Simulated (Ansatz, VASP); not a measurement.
## N: VASP beside Ansatz

```
N
1.0
     9.00000    0.00000    0.00000
     0.00000    9.50000    0.00000
     0.00000    0.00000   10.00000
N
2
Direct
  0.50000 0.50000 0.44475
  0.50000 0.50000 0.55525
```

Alike in both runs: functional revpbe exchange, pbe correlation; k mesh 1 × 1 × 1; occupations fermi-dirac, width 0.02 eV; no spin polarisation.

Ansatz relaxed the structure, and its values are those at the end. VASP's run is a single point on that final structure, the one shown.

|  | VASP | Ansatz |
| --- | --- | --- |
| version | VASP 6.6.1 | Ansatz 0.2.0 |
| potentials or method | VASP PAW PBE potentials, release 64 (N_h), cutoff 1000 eV | plane waves, PAW |
| valence electrons in the cell | 10 | 10 |

|  | VASP | Ansatz | Ansatz less VASP |
| --- | --- | --- | --- |
| rms of the force components (eV/Å) | 0.042 | 0.003 | -0.0388 |

VASP's potentials were made for PBE, not for revpbe exchange, pbe correlation. Ansatz's warnings: stress scf threshold loose.
